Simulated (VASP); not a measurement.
# BeTl2 (Fd-3m) in VASP: relaxation of cell and atoms with PBE

Aim: the relaxation of cell and atoms of BeTl2 with PBE.

All numbers are computed with VASP 6.6.1; they aren't measurements. Logs are shortened: lines on timing, memory, paths and dates and some standing lists are left out, and cuts for length are marked.

### 1 The cell of the first run

It takes space group Fd-3m (No. 227, cubic). Conventional cell: a = 8.930 Å, b = 8.930 Å, c = 8.930 Å, α = 90.00°, β = 90.00°, γ = 90.00°. Be (site symmetry -43m) has 12 Tl at 3.70 Å and 4 Be at 3.87 Å within 4.9 Å. Within 4.2 Å of Tl (site symmetry -3m) lie 6 Tl at 3.16 Å and 6 Be at 3.70 Å.

### 2 Relaxation of cell and atoms, PBE

INCAR

```
SYSTEM = BeTl2
PREC = Accurate
ENCUT = 600
EDIFF = 1E-6
ISMEAR = 0
SIGMA = 0.1
LREAL = .FALSE.
LASPH = .TRUE.
NELM = 100
ALGO = Fast
ISIF = 3
LWAVE = .FALSE.
LCHARG = .FALSE.
GGA = PE
IBRION = 2
NSW = 100
EDIFFG = -0.01
```

KPOINTS

```
Automatic mesh
0
G
  8 8 8
  0 0 0
```

POSCAR

```
BeTl2
1.0
    0.0000000000      4.4651009932      4.4651009932
    4.4651009932      0.0000000000      4.4651009932
    4.4651009932      4.4651009932      0.0000000000
Be Tl
2 4
Direct
    0.5000000000      0.5000000000      0.5000000000
    0.7500000000      0.7500000000      0.7500000000
    0.1250000000      0.1250000000      0.1250000000
    0.6250000000      0.1250000000      0.1250000000
    0.1250000000      0.1250000000      0.6250000000
    0.1250000000      0.6250000000      0.1250000000
```

Potentials or basis: VASP PAW PBE potentials, release 64 (Be, Tl_d).

Started as:

```bash
$ cat potpaw_PBE.64/Be/POTCAR potpaw_PBE.64/Tl_d/POTCAR > POTCAR
$ mpirun -np 1 vasp_std > vasp.out
```

OUTCAR:

```text
SYSTEM = BeTl2
   PREC = Accurate
   ENCUT = 600
   EDIFF = 1E-6
   ISMEAR = 0
   LREAL = .FALSE.
   LASPH = .TRUE.
   NELM = 100
   ISIF = 3
   GGA = PE
   IBRION = 2
   NSW = 100
   EDIFFG = -0.01

 ion  position               nearest neighbor table
   1  0.500  0.500  0.500-
   2  0.750  0.750  0.750-
   3  0.125  0.125  0.125-   4 3.16   5 3.16   6 3.16   5 3.16   6 3.16   4 3.16
   4  0.625  0.125  0.125-   3 3.16   5 3.16   6 3.16   3 3.16   5 3.16   6 3.16
   5  0.125  0.125  0.625-   3 3.16   3 3.16   4 3.16   6 3.16   6 3.16   4 3.16
   6  0.125  0.625  0.125-   3 3.16   5 3.16   3 3.16   4 3.16   5 3.16   4 3.16

  LATTYP: Found a face centered cubic cell.
 ALAT       =     8.9302019864

  Lattice vectors:

 A1 = (   0.0000000000,   4.4651009932,   4.4651009932)
 A2 = (   4.4651009932,   0.0000000000,   4.4651009932)
 A3 = (   4.4651009932,   4.4651009932,   0.0000000000)

Analysis of symmetry for initial positions (statically):
=====================================================================
 Subroutine PRICEL returns:
 Original cell was already a primitive cell.

 Routine SETGRP: Setting up the symmetry group for a
 face centered cubic supercell.

 Subroutine GETGRP returns: Found 48 space group operations
 (whereof 24 operations were pure point group operations)
 out of a pool of 48 trial point group operations.

The static configuration has the point symmetry T_d .
 The point group associated with its full space group is O_h .

Analysis of symmetry for dynamics (positions and initial velocities):
=====================================================================
 Subroutine PRICEL returns:
 Original cell was already a primitive cell.

 Routine SETGRP: Setting up the symmetry group for a
 face centered cubic supercell.

 Subroutine GETGRP returns: Found 48 space group operations
 (whereof 24 operations were pure point group operations)
 out of a pool of 48 trial point group operations.

The dynamic configuration has the point symmetry T_d .
 The point group associated with its full space group is O_h .

 Subroutine INISYM returns: Found 48 space group operations
 (whereof 24 operations are pure point group operations),
 and found     1 'primitive' translations

----------------------------------------------------------------------------------------

                                     Primitive cell

  volume of cell :     178.0426

  direct lattice vectors                    reciprocal lattice vectors
     0.000000000  4.465100993  4.465100993    -0.111979550  0.111979550  0.111979550
     4.465100993  0.000000000  4.465100993     0.111979550 -0.111979550  0.111979550
     4.465100993  4.465100993  0.000000000     0.111979550  0.111979550 -0.111979550

  length of vectors
     6.314606382  6.314606382  6.314606382     0.193954270  0.193954270  0.193954270

  position of ions in fractional coordinates (direct lattice)
     0.500000000  0.500000000  0.500000000
     0.750000000  0.750000000  0.750000000
     0.125000000  0.125000000  0.125000000
     0.625000000  0.125000000  0.125000000
     0.125000000  0.125000000  0.625000000
     0.125000000  0.625000000  0.125000000

  ion indices of the primitive-cell ions
   primitive index   ion index
                 1           1
                 2           2
                 3           3
                 4           4
                 5           5
                 6           6

----------------------------------------------------------------------------------------

 KPOINTS: Automatic mesh

Automatic generation of k-mesh.
 Grid dimensions read from file:
 generate k-points for:    8    8    8

 Generating k-lattice:

  Cartesian coordinates                     Fractional coordinates (reciprocal lattice)
    -0.013997444  0.013997444  0.013997444     0.125000000  0.000000000  0.000000000
     0.013997444 -0.013997444  0.013997444     0.000000000  0.125000000  0.000000000
     0.013997444  0.013997444 -0.013997444     0.000000000  0.000000000  0.125000000

  Length of vectors
     0.024244284  0.024244284  0.024244284

  Shift w.r.t. Gamma in fractional coordinates (k-lattice)
     0.000000000  0.000000000  0.000000000

 Subroutine IBZKPT returns following result:
 ===========================================

 Found     29 irreducible k-points:

 Following reciprocal coordinates:
            Coordinates               Weight
  0.000000  0.000000  0.000000      1.000000
  0.125000  0.000000  0.000000      8.000000
  0.250000  0.000000  0.000000      8.000000
  0.375000  0.000000  0.000000      8.000000
  0.500000  0.000000  0.000000      4.000000
  0.125000  0.125000  0.000000      6.000000
[... 16 lines left out ...]
  0.500000  0.250000  0.125000     48.000000
 -0.375000  0.250000  0.125000     24.000000
 [... further k-points ...]
   k-points           NKPTS =     29   k-points in BZ     NKDIM =     29   number of bands    NBANDS=     33
   number of dos      NEDOS =    301   number of ions     NIONS =      6
   total plane-waves  NPLWV = 125000
   dimension x,y,z NGX =    50 NGY =   50 NGZ =   50
   dimension x,y,z NGXF=   100 NGYF=  100 NGZF=  100
   ions per type =               2   4
   NGX,Y,Z   is equivalent  to a cutoff of  13.16, 13.16, 13.16 a.u.
   NGXF,Y,Z  is equivalent  to a cutoff of  26.33, 26.33, 26.33 a.u.
 SYSTEM =  BeTl2
   PREC   = accura    normal or accurate (medium, high low for compatibility)
   ISTART =      0    job   : 0-new  1-cont  2-samecut
   ICHARG =      2    charge: 1-file 2-atom 10-const
   ISPIN  =      1    spin polarized calculation?
   LNONCOLLINEAR =      F non collinear calculations
   LSORBIT =      F    spin-orbit coupling
   LASPH  =      T    aspherical Exc in radial PAW
   ENCUT  =  600.0 eV  44.10 Ry    6.64 a.u.  12.61 12.61 12.61*2*pi/ulx,y,z
   NELM   =    100;   NELMIN=  2; NELMDL= -5     # of ELM steps
   EDIFF  = 0.1E-05   stopping-criterion for ELM
   LREAL  =      F    real-space projection
   EDIFFG = -.1E-01   stopping-criterion for IOM
   NSW    =    100    number of steps for IOM
   IBRION =      2    ionic relax: 0-MD 1-quasi-New 2-CG
   NFREE  =      1    steps in history (QN), initial steepest desc. (CG)
   ISIF   =      3    stress and relaxation
   ISYM   =      2    0-nonsym 1-usesym 2-fastsym
   POTIM  = 0.5000    time-step for ionic-motion
   TEBEG  =    0.0;   TEEND  =   0.0 temperature during run
   PSTRESS=    0.0 pullay stress
   NELECT =      56.0000    total number of electrons
   NUPDOWN=      -1.0000    fix difference up-down
   EMIN   =  10.00;   EMAX   =-10.00  energy-range for DOS
   EFERMI =   0.00;   METHOD = LEGACY
   ISMEAR =     0;   SIGMA  =   0.10  broadening in eV -4-tet -1-fermi 0-gaus
   EFERMI_NEDOS =   21; number of points for ismear=-14 and -15
   IALGO  =     68    algorithm
   IMIX   =      4    mixing-type and parameters
     AMIX     =   0.40;   BMIX     =  1.00
     AMIX_MAG =   1.60;   BMIX_MAG =  1.00
  volume/ion in A,a.u.               =      29.67       200.25
  Fermi-wavevector in a.u.,A,eV,Ry     =   1.113344  2.103916 16.864910  1.239536
  Thomas-Fermi vector in A             =   2.249928
   LORBIT       =      0    0 simple, 1 ext, 2 COOP (PROOUT), +10 PAW based schemes
   GGA     = PE    functional components
   LHFCALC =     F    Hartree Fock is set to
   AEXX    =    0.0000 exact exchange contribution
   IVDW    =     0    specifies the selected vdW correction
   LEPSILON=     F    determine dielectric tensor
   LRPA    =     F    only Hartree local field effects (RPA)
 conjugate gradient relaxation of ions
 non-spin polarized calculation
 RMM-DIIS sequential band-by-band and
 Gauss-broadening in eV      SIGMA  =   0.10
  energy-cutoff  :      600.00
  volume of cell :      178.04
 maximum number of plane-waves:      5962
   NGX = 25   NGY = 25   NGZ = 25

--------------------------------------- Ionic step        1  -------------------------------------------

 number of electron      55.9999987 magnetization

 Free energy of the ion-electron system (eV)
  ---------------------------------------------------
  ext. energy  EPLUGINS =         0.00000000
  ---------------------------------------------------
  free energy    TOTEN  =       -10.17268226 eV

  energy without entropy =      -10.15294782  energy(sigma->0) =      -10.16281504

------------------------ aborting loop because EDIFF is reached ----------------------------------------

  FORCE on cell =-STRESS in cart. coord.  units (eV):
  Direction    XX          YY          ZZ          XY          YZ          ZX
  --------------------------------------------------------------------------------------
  -------------------------------------------------------------------------------------
  Total       -0.1035607     -0.1035607     -0.1035607      0.0000000     -0.0000000      0.0000000
  in kB       -0.9319265     -0.9319265     -0.9319265      0.0000000     -0.0000000      0.0000000
  external PRESSURE =      -0.9319265 kB  Pullay stress =       0.0000000 kB

 VOLUME and BASIS-vectors are now :
 -----------------------------------------------------------------------------
  energy-cutoff  :      600.00
  volume of cell :      178.04
      direct lattice vectors                 reciprocal lattice vectors
     0.000000000  4.465100993  4.465100993    -0.111979550  0.111979550  0.111979550
     4.465100993  0.000000000  4.465100993     0.111979550 -0.111979550  0.111979550
     4.465100993  4.465100993  0.000000000     0.111979550  0.111979550 -0.111979550

 POSITION                                       TOTAL-FORCE (eV/Angst)
 -----------------------------------------------------------------------------------
      4.46510      4.46510      4.46510        -0.000000     -0.000000      0.000000
      6.69765      6.69765      6.69765         0.000000      0.000000     -0.000000
      1.11628      1.11628      1.11628        -0.000000      0.000000      0.000000
      1.11628      3.34883      3.34883        -0.000000      0.000000     -0.000000
      3.34883      3.34883      1.11628        -0.000000      0.000000     -0.000000
      3.34883      1.11628      3.34883        -0.000000      0.000000      0.000000
 -----------------------------------------------------------------------------------
    total drift:                                0.000000      0.000000      0.000000

  FREE ENERGIE OF THE ION-ELECTRON SYSTEM (eV)
  ---------------------------------------------------
  free  energy   TOTEN  =       -10.1726822598 eV

  energy  without entropy=      -10.1529478188  energy(sigma->0) =      -10.16281504

--------------------------------------- Ionic step        2  -------------------------------------------

 number of electron      55.9999987 magnetization

 Free energy of the ion-electron system (eV)
  ---------------------------------------------------
  ext. energy  EPLUGINS =         0.00000000
  ---------------------------------------------------
  free energy    TOTEN  =       -10.17284107 eV

  energy without entropy =      -10.15313937  energy(sigma->0) =      -10.16299022

 E-fermi :   4.0198     XC(G=0):  -8.9459

 val. band max:        4.0046387334   @ k =  -0.1250   0.1250   0.0000
 cond. band min:       4.0387519356   @ k =  -0.2500   0.1250   0.0000
 fundamental gap:      0.0341132022
 Fermi energy:         4.0198403968

 k-point     1 :       0.0000    0.0000    0.0000
  band No.  band energies     occupation
      1      -8.4531      2.00000
      2      -8.0208      2.00000
      3      -8.0208      2.00000
      4      -8.0208      2.00000
      5      -7.9262      2.00000
      6      -7.9262      2.00000
[... 25 lines left out ...]
     32       4.7564      0.00000
     33       5.2921      0.00000
[... 797 lines left out ...]
      3      -7.8443      2.00000
      4      -7.8257      2.00000
      5      -7.6831      2.00000
      6      -7.5839      2.00000
[... 25 lines left out ...]
     32       6.0582      0.00000
     33       7.2883      0.00000

 [... further k-points ...]

------------------------ aborting loop because EDIFF is reached ----------------------------------------

  FORCE on cell =-STRESS in cart. coord.  units (eV):
  Direction    XX          YY          ZZ          XY          YZ          ZX
  --------------------------------------------------------------------------------------
  -------------------------------------------------------------------------------------
  Total        0.0022433      0.0022433      0.0022433      0.0000000      0.0000000      0.0000000
  in kB        0.0202377      0.0202377      0.0202377      0.0000000      0.0000000      0.0000000
  external PRESSURE =       0.0202377 kB  Pullay stress =       0.0000000 kB

 VOLUME and BASIS-vectors are now :
 -----------------------------------------------------------------------------
  energy-cutoff  :      600.00
  volume of cell :      177.60
      direct lattice vectors                 reciprocal lattice vectors
    -0.000000000  4.461383021  4.461383021    -0.112072870  0.112072870  0.112072870
     4.461383021 -0.000000000  4.461383021     0.112072870 -0.112072870  0.112072870
     4.461383021  4.461383021  0.000000000     0.112072870  0.112072870 -0.112072870

 POSITION                                       TOTAL-FORCE (eV/Angst)
 -----------------------------------------------------------------------------------
      4.46138      4.46138      4.46138        -0.000000     -0.000000     -0.000000
      6.69207      6.69207      6.69207         0.000000      0.000000      0.000000
      1.11535      1.11535      1.11535        -0.000000     -0.000000     -0.000000
      1.11535      3.34604      3.34604        -0.000000     -0.000000     -0.000000
      3.34604      3.34604      1.11535        -0.000000     -0.000000     -0.000000
      3.34604      1.11535      3.34604        -0.000000     -0.000000     -0.000000
 -----------------------------------------------------------------------------------
    total drift:                                0.000000      0.000000      0.000000

  FREE ENERGIE OF THE ION-ELECTRON SYSTEM (eV)
  ---------------------------------------------------
  free  energy   TOTEN  =       -10.1728410681 eV

  energy  without entropy=      -10.1531393675  energy(sigma->0) =      -10.16299022

 reached required accuracy - stopping structural energy minimisation
```

It took 6.5 min on 1 thread of Intel Xeon 8259CL, shared host; peak memory 0.47 GiB.

Results:

```
Free energy                           : -10.1728 eV
Relaxed volume                        : 29.60 Å³/atom
Relaxed cell                          : a = 6.309 Å, b = 6.309 Å, c = 6.309 Å, α = 60.00°, β = 60.00°, γ = 60.00°
Space group after relaxing (to 0.1 Å) : Fd-3m (No. 227)
Energy gained by relaxing             : 0.0 meV/atom
Ionic steps                           : 2
Pressure after relaxing               : 0.0 GPa
Band gap on the k mesh                : zero (bands 28 and 29 overlap by 2.18 eV)
```

The path:
```tsv
step	energy change (eV)	largest force (eV/Å)	pressure (GPa)	volume (Å³)
1	0.0000	0.0000	-0.09	178.04
2	-0.0002	0.0000	0.00	177.60
```

Final structure:
```cif
data_structure
_symmetry_space_group_name_H-M 'P 1'
_symmetry_Int_Tables_number 1
_cell_length_a 6.3093
_cell_length_b 6.3093
_cell_length_c 6.3093
_cell_angle_alpha 60.000
_cell_angle_beta 60.000
_cell_angle_gamma 60.000
_cell_volume 177.60
loop_
_atom_site_label
_atom_site_type_symbol
_atom_site_fract_x
_atom_site_fract_y
_atom_site_fract_z
_atom_site_occupancy
Be1 Be 0.50000 0.50000 0.50000 1
Be2 Be 0.75000 0.75000 0.75000 1
Tl1 Tl 0.12500 0.12500 0.12500 1
Tl2 Tl 0.62500 0.12500 0.12500 1
Tl3 Tl 0.12500 0.12500 0.62500 1
Tl4 Tl 0.12500 0.62500 0.12500 1
```

Levels at points of the mesh, in eV from the Fermi level:
| k point | band 25 | band 26 | band 27 | band 28 | band 29 | band 30 | band 31 | band 32 |
| --- | --- | --- | --- | --- | --- | --- | --- | --- |
| (0.00, 0.00, 0.00) | -3.06 | -1.70 | -1.37 | -1.37 | -1.37 | -0.21 | 0.74 | 0.74 |
| (0.50, 0.00, 0.00) | -3.09 | -1.17 | -1.17 | -1.13 | 0.06 | 1.69 | 1.69 | 2.06 |
| (0.50, 0.50, 0.00) | -2.89 | -2.89 | 0.81 | 0.81 | 1.42 | 1.42 | 2.83 | 2.83 |

Caveat: spin-orbit coupling is left out, which moves the levels of the heavy elements.

The gap in the log of VASP goes by the Fermi energy; the results here count the filled bands.